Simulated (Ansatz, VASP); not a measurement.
CoO: VASP beside Ansatz

```
Co O
1.0
     2.77306    0.00000    0.00000
    -1.38653    2.40154    0.00000
     0.00000    0.00000    4.99443
Co O
2 2
Direct
  0.00000 0.00000 0.00000
  0.00000 0.00000 0.50000
  0.33333 0.66667 0.25000
  0.66667 0.33333 0.75000
```

Alike in both runs: task single point; functional PBEsol; k mesh 18 × 18 × 10; occupations gaussian, width 0.1 eV; collinear spin.

|  | VASP | Ansatz |
| --- | --- | --- |
| version | VASP 6.6.1 | Ansatz 0.2.0 |
| potentials or method | VASP PAW PBE potentials, release 64 (Co, O), cutoff 520 eV | scalar-relativistic, plane waves, PAW |
| valence electrons in the cell | 30 | 46 |

```tsv
	VASP	Ansatz	Ansatz less VASP
gap on the k mesh at the Fermi level (eV)	none	none	-
pressure (GPa)	14.5	15.5	+1.02
traceless stress, the component that is largest in VASP (GPa)	-0.42	0.20	+0.617
net moment per atom (μB)	1.16	1.20	+0.033
size of the moment on the site where the two differ most (μB)	0.23	0.25	+0.025
```

VASP's potentials were made for PBE, not for PBEsol. Site moments also hang on the region over which each program counts them. A gap of «none» marks a metal or a gap that the smearing closes. VASP's potentials hold 30 valence electrons a cell and Ansatz's 46, so a difference there can come from the potentials and not from the codes.
